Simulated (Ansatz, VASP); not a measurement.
Two plane-wave programs on ZrS2

File INCAR:

```
SYSTEM = ZrS2
PREC = Accurate
ENCUT = 500
EDIFF = 1E-6
ISMEAR = -1
SIGMA = 0.02
LREAL = .FALSE.
LASPH = .TRUE.
NELM = 200
ALGO = Normal
ISIF = 2
LWAVE = .FALSE.
LCHARG = .TRUE.
MAGMOM = 0 0 0 0 0 0 0 0 0
LORBIT = 11
LSORBIT = .TRUE.
GGA_COMPAT = .FALSE.
LORBMOM = .TRUE.
LMAXMIX = 4
GGA = PE
LVHAR = .TRUE.
NBANDS = 37
```

Contents of KPOINTS:

```
Automatic mesh
0
G
  12 12 4
  0 0 0
```

File POSCAR:

```
ZrS2
1.0
    3.6743613682      0.0000000000      0.0000000000
   -1.8371806841      3.1820902876      0.0000000000
    0.0000000000      0.0000000000      5.8571357017
Zr S
1 2
Direct
    0.0000000000      0.0000000000      0.0000000000
    0.6666666667      0.3333333333      0.7537647210
    0.3333333333      0.6666666667      0.2462352790
```

Input for Ansatz:

```yaml
crystal:
  lattice:
    - [3.6743613682, 0.0, 0.0]
    - [-1.8371806841, 3.1820902876, 0.0]
    - [0.0, 0.0, 5.8571357017]
  atoms:
    - { symbol: Zr, position: [0.0, 0.0, 0.0] }
    - { symbol: S, position: [0.6666666667, 0.3333333333, 0.753764721] }
    - { symbol: S, position: [0.3333333333, 0.6666666667, 0.246235279] }
kpoints:
  mp_grid: { grid: [12, 12, 4] }
  band_path:
    path:
      - [0.0, 0.0, 0.0]
      - [0.5, 0.0, 0.0]
      - [0.3333333333, 0.3333333333, 0.0]
      - [0.0, 0.0, 0.5]
      - [0.5, 0.0, 0.5]
      - [0.3333333333, 0.3333333333, 0.5]
      - [-0.088542, 0.041667, 0.0]
      - [0.0, 0.5, 0.5]
    npoints: 1
hamiltonian:
  xc: pbe
scf:
  occupations: { method: fermi_dirac, width: 0.02 }
  n_extra_bands: 8
magnetization:
  noncollinear: true
  spin_orbit: true
output:
  forces: true
  stress: true
  eigenvalues: true
  write_density: true
  write_potential: true
  elf: true
  volumetric_format: npy
```

Alike in both runs: task single point; functional PBE; k mesh 12 × 12 × 4; occupations fermi-dirac, width 0.02 eV; non-collinear spin, spin-orbit coupling.

|  | VASP | Ansatz |
| --- | --- | --- |
| version | VASP 6.6.1 | Ansatz 0.2.0 |
| potentials or method | VASP PAW PBE potentials, release 64 (Zr_sv, S) | plane waves, PAW |
| plane-wave cutoff (eV) | 500 | 420 |
| valence electrons in the cell | 24 | 24 |

VASP gave:

- pressure (GPa): 1.3
- traceless stress, the component that is largest in VASP (GPa): 0.73
- rms of the force components (eV/Å): 0.022

Question: Which values does Ansatz return?

Answer: Pressure (GPa): 1.3; traceless stress, the component that is largest in VASP (GPa): 0.70; rms of the force components (eV/Å): 0.018.

Atom by atom the forces differ by 0.004 eV/Å (rms over components). With one functional, cell and mesh, what is left measures potentials, basis and numerics.
